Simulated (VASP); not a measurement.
Input of a VASP 6.6.1 run:

File INCAR:

```
PREC     = Accurate       # precision mode
ENCUT    = 520            # plane-wave cutoff, eV
EDIFF    = 1E-8           # SCF threshold, eV
ISMEAR   = 0              # smearing method
SIGMA    = 0.1            # smearing width, eV
LREAL    = F              # projectors in reciprocal space
LASPH    = T              # aspherical terms in the spheres
NELM     = 200            # most SCF steps
ALGO     = Normal         # electronic algorithm
ISIF     = 2              # what is computed and relaxed
LWAVE    = F              # write WAVECAR
LCHARG   = F              # write CHGCAR
LMAXMIX  = 4              # l up to which the mixer works
LDAU     = T              # DFT+U
LDAUTYPE = 2            
LDAUL    = 2 -1           # shell
LDAUU    = 8.1 0          # U, eV
LDAUJ    = 0 0          
LDAUPRINT= 1            
GGA      = PE             # functional
LEFG     = T            
ISYM     = 0            
NBANDS   = 20             # bands
GGA_COMPAT= F
```

KPOINTS

```
Automatic mesh
0
Gamma
  1 2 1
```

POSCAR

```
Ta2N
1.0
    3.1128615060      0.0000000000      0.0000000000
   -1.5564307530      2.6958171426      0.0000000000
    0.0000000000      0.0000000000      4.8698410000
Ta N
2 1
Direct
    0.6666666667      0.3333333333      0.7452890000
    0.3333333333      0.6666666667      0.2547110000
    0.0000000000      0.0000000000      0.0000000000
```

Potentials or basis: VASP PAW PBE potentials, release 64 (Ta_pv, N).

Launch:

```console
$ cat potpaw_PBE.64/Ta_pv/POTCAR potpaw_PBE.64/N/POTCAR > POTCAR
$ mpirun -np 1 vasp_std > vasp.out
```

(1) Estimate the pressure.

(2) Predict the largest force.

## Answers

(1) 35.2 GPa.

(2) 1.386 eV/Å.

Caveat: the k points lie up to 2.33 Å⁻¹ apart; without QUAD_EFG the Cq values of the log hold for a quadrupole moment of 1 mb, not for the nuclei; U without spin polarisation on a metal has little footing; forces of over 1 eV/Å act on the atoms, so gaps and moduli don't describe the material at rest.
